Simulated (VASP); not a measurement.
CdTeS4: relaxation of cell and atoms with PBE

The system is CdTeS4.

```
CELL_PARAMETERS angstrom
-3.12834 3.12834 4.27922
3.12834 -3.12834 4.27922
3.12834 3.12834 -4.27922
ATOMIC_POSITIONS crystal
Cd 0.00000 0.00000 0.00000
Te 0.50000 0.50000 0.00000
S 0.50000 0.50000 0.50000
S 0.00000 0.00000 0.50000
S 0.50000 0.00000 0.00000
S 0.00000 0.50000 0.00000
```

The cell was built from a structure type or drawn by symmetry, and may not be a known phase.

```json
{"Program": "VASP 6.6.1", "Task": "relaxation of cell and atoms", "Functional": "PBE", "Potentials or basis": "VASP PAW PBE potentials, release 64 (Cd, Te, S)", "Cutoff": "600 eV", "k mesh": "4 × 4 × 4", "Occupations": "gaussian, width 0.1 eV", "Spin": "no spin polarisation", "Dipole correction": "no", "Further INCAR settings": "ALGO = Normal; EDIFF = 1e-06; IBRION = 2; EDIFFG = -0.04; NSW = 90; ISIF = 3"}
```

```json
{"Relaxed volume": "22.49 Å³/atom", "Relaxed cell": "a = 5.648 Å, b = 5.648 Å, c = 5.648 Å, α = 115.31°, β = 115.31°, γ = 98.33°", "Space group after relaxing (to 0.1 Å)": "I4/mmm (No. 139)", "Energy gained by relaxing": "220.1 meV/atom", "Ionic steps": "7", "Pressure after relaxing": "-0.2 GPa", "Band gap on the k mesh": "zero (bands 21 and 22 overlap by 1.74 eV)"}
```

The path:
```
step  energy change (eV)  largest force (eV/Å)  pressure (GPa)  volume (Å³)
   1              0.0000                0.0000           -8.43       167.51
   2             -1.2108                0.0000            0.14       134.29
   3             -1.2131                0.0000            0.65       133.24
   4             -1.2993                0.0000            0.49       133.41
   5             -1.3193                0.0000            0.47       133.45
   6             -1.3195                0.0000            0.47       133.45
   7             -1.3205                0.0000           -0.23       134.91
```

Final structure:
```cif
data_structure
_symmetry_space_group_name_H-M 'P 1'
_symmetry_Int_Tables_number 1
_cell_length_a 5.6485
_cell_length_b 5.6485
_cell_length_c 5.6485
_cell_angle_alpha 115.312
_cell_angle_beta 115.312
_cell_angle_gamma 98.332
_cell_volume 134.91
loop_
_atom_site_label
_atom_site_type_symbol
_atom_site_fract_x
_atom_site_fract_y
_atom_site_fract_z
_atom_site_occupancy
Cd1 Cd 0.00000 0.00000 0.00000 1
Te1 Te 0.50000 0.50000 0.00000 1
S1 S 0.50000 0.50000 0.50000 1
S2 S 0.00000 0.00000 0.50000 1
S3 S 0.50000 0.00000 0.00000 1
S4 S 0.00000 0.50000 0.00000 1
```

Levels at points of the mesh, in eV from the Fermi level:
```tsv
k point	band 18	band 19	band 20	band 21	band 22	band 23	band 24	band 25
(0.00, 0.00, 0.00)	-0.57	-0.55	0.03	0.03	0.70	1.51	3.54	3.54
(0.50, 0.00, 0.00)	-1.93	-1.72	-1.26	-1.19	0.69	0.71	2.20	3.02
(0.50, 0.50, 0.00)	-1.90	-1.61	-1.56	-1.38	-1.03	-0.97	2.55	2.95
(0.50, 0.50, 0.50)	-1.40	-1.26	-1.11	-1.11	0.57	0.57	0.73	1.35
```

It took 14 min on 1 thread of Intel Xeon 8259CL, with other jobs on the host, peak memory 0.41 GiB.

Caveat: the volume moved by over 15 % at a fixed basis, so the end points are rough; spin-orbit coupling is left out, which moves the levels of the heavy elements.
